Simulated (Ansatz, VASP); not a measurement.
BN: VASP beside Ansatz

```
B N
1.0
     2.46763    0.00000    0.00000
    -1.23382    2.13703    0.00000
     0.00000    0.00000    4.08158
B N
2 2
Direct
  0.33333 0.66667 0.00052
  0.66667 0.33333 0.50052
  0.33333 0.66667 0.37448
  0.66667 0.33333 0.87448
```

Change from the starting cell: hydrostatic strain -3.0%.

Alike in both runs: task single point; functional HSE06; k mesh 9 × 9 × 4; no spin polarisation.

|  | VASP | Ansatz |
| --- | --- | --- |
| version | VASP 6.6.1 | Ansatz 0.2.0 |
| potentials or method | VASP PAW PBE potentials, release 64 (B, N) | plane waves, PAW |
| plane-wave cutoff (eV) | 520 | 420 |
| occupations | gaussian, width 0.01 eV | fixed |
| valence electrons in the cell | 16 | 16 |

Ansatz gave:

* gap on the k mesh at the Fermi level (eV): 6.33
* pressure (GPa): 37.4
* traceless stress, the component that is largest in VASP (GPa): 0.21
* rms of the force components (eV/Å): 0.008

Which values does VASP return?

gap on the k mesh at the Fermi level (eV): 6.31; pressure (GPa): 38.2; traceless stress, the component that is largest in VASP (GPa): 0.22; rms of the force components (eV/Å): 0.007.

Atom by atom the forces differ by 0.001 eV/Å (rms over components). Both programs put the cell under a high pressure, so it lies far from rest at this level. Ansatz's warnings: stress exchange threshold loose, stress scf threshold loose.
